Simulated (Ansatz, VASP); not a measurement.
**InP: VASP beside Ansatz**

The input INCAR:

```
PREC = Accurate
ENCUT = 600
EDIFF = 1E-7
ISMEAR = 0
SIGMA = 0.1
LREAL = False
LASPH = True
NELM = 60
ALGO = Normal
ISIF = 3
LWAVE = False
LCHARG = False
GGA = PE
IBRION = 2
NSW = 100
EDIFFG = -0.01
```

File KPOINTS:

```
Automatic mesh
0
Gamma
  18 18 18
```

The input POSCAR:

```
InP
1.0
    0.0000000000      2.7724027201      2.7724027201
    2.7724027201      0.0000000000      2.7724027201
    2.7724027201      2.7724027201      0.0000000000
In P
1 1
Direct
    0.0000000000      0.0000000000      0.0000000000
    0.5000000000      0.5000000000      0.5000000000
```

Input for Ansatz:

```yaml
crystal:
  lattice:
    - [0.0, 2.7724027201, 2.7724027201]
    - [2.7724027201, 0.0, 2.7724027201]
    - [2.7724027201, 2.7724027201, 0.0]
  atoms:
    - { symbol: In, position: [0.0, 0.0, 0.0] }
    - { symbol: P, position: [0.5, 0.5, 0.5] }
basis:
  ecutwfc: 420
kpoints:
  mp_grid: { grid: [18, 18, 18] }
hamiltonian:
  xc: pbe
scf:
  occupations: { method: gaussian, width: 0.1 }
output:
  forces: true
  stress: true
  eigenvalues: true
  write_density: true
  write_potential: true
  elf: true
  volumetric_format: npy
relax:
  adjacent_minimum: "off"
  f_tol: 0.01
  max_steps: 80
  cell: { stress_tol: 0.05 }
```

Alike in both runs: task relaxation of cell and atoms; functional PBE; k mesh 18 × 18 × 18; occupations gaussian, width 0.1 eV; no spin polarisation.

|  | VASP | Ansatz |
| --- | --- | --- |
| version | VASP 6.6.1 | Ansatz 0.2.0 |
| potentials or method | VASP PAW PBE potentials, release 64 (In_d, P), cutoff 600 eV | scalar-relativistic, plane waves, PAW |
| valence electrons in the cell | 18 | 18 |

```csv
,VASP,Ansatz,Ansatz less VASP
"gap on the k mesh at the Fermi level, each at its own relaxed structure (eV)",none,none,-
relaxed volume (Å³/atom),21.24,21.25,+0.017
relaxed cell length with the largest relative difference (Å),3.916,3.917,+0.0011
```

A gap of «none» marks a metal or a gap that the smearing closes.
